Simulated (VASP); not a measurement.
A run of VASP 6.6.1 is set up as follows.

The input INCAR:

```
PREC     = Accurate       # precision mode
ENCUT    = 520            # plane-wave cutoff, eV
EDIFF    = 1E-6           # SCF threshold, eV
ISMEAR   = -1             # smearing method
SIGMA    = 0.1            # smearing width, eV
LREAL    = False          # projectors in reciprocal space
LASPH    = True           # aspherical terms in the spheres
NELM     = 120            # most SCF steps
ALGO     = Normal         # electronic algorithm
ISIF     = 2              # what is computed and relaxed
LWAVE    = False          # write WAVECAR
LCHARG   = False          # write CHGCAR
GGA      = CA             # functional
NBANDS   = 130            # bands
GGA_COMPAT= False
```

Contents of KPOINTS:

```
regular mesh
0
Gamma
  2 2 2
```

POSCAR

```
W16F
1.0
    6.3200000000      0.0000000000      0.0000000000
    0.0000000000      6.3200000000      0.0000000000
    0.0000000000      0.0000000000      6.3200000000
W F
16 1
Direct
    0.0252531646      0.0272784810     -0.0098892405
    0.5214715190     -0.0135443038     -0.0145886076
    0.0035443038      0.5068196203     -0.0241455696
    0.0181487342      0.0343987342      0.4824208861
    0.2792088608      0.2474525316      0.2095569620
    0.5127689873      0.5210126582      0.0074208861
    0.5213132911      0.0014240506      0.4806803797
    0.7638291139      0.2321360759      0.1937341772
    0.0047943038      0.5293512658      0.5351582278
    0.2544145570      0.7801424051      0.2548892405
    0.2770727848      0.2882594937      0.7393196203
    0.5240822785      0.5112341772      0.4893829114
    0.7604272152      0.7428955696      0.2193354430
    0.7729746835      0.2541455696      0.7441297468
    0.2456487342      0.7679272152      0.7418196203
    0.7750791139      0.7517405063      0.7581803797
    0.1278955696      0.5009177215      0.2552056962
```

Potentials or basis: VASP PAW LDA potentials, release 64 (W_sv, F).

Command:

```console
$ cat potpaw_LDA.64/W_sv/POTCAR potpaw_LDA.64/F/POTCAR > POTCAR
$ mpirun -np 1 vasp_std > vasp.out
```

**Question.** Predict the pressure.

**Answer.** 13.2 GPa.

**Question.** What does it give for the largest force?

**Answer.** 5.183 eV/Å.

**Question.** Estimate the band gap on the k mesh.

**Answer.** Zero (an odd number of electrons rules out a gap without spin polarisation).

Forces on the atoms (eV/Å):
```
W    0.197 -2.515 -1.783
W   -0.999  1.509 -0.959
W   -0.071  0.178 -1.331
W   -0.378 -1.301  0.614
W    2.556 -3.735  2.526
W    0.029 -1.034 -2.900
W   -0.018  0.992  0.874
W   -1.295  2.008  4.542
W   -1.268 -1.269 -0.449
W    2.046  2.544 -0.727
W    0.336 -2.317 -0.751
W    0.570 -0.264  0.151
W    0.248  1.744  3.181
W   -1.426  0.174 -2.007
W    2.608  0.840  0.168
W   -2.272  2.135 -2.123
F   -0.863  0.309  0.974
```

Caveat: the k points lie up to 0.50 Å⁻¹ apart, too coarse for converged energies and pressures of a metal; the atoms stand as in a frame of molecular dynamics; spin-orbit coupling is left out, which moves the levels of the heavy elements; an odd number of electrons without spin polarisation forces a metal; a magnetic or distorted state may lie lower.
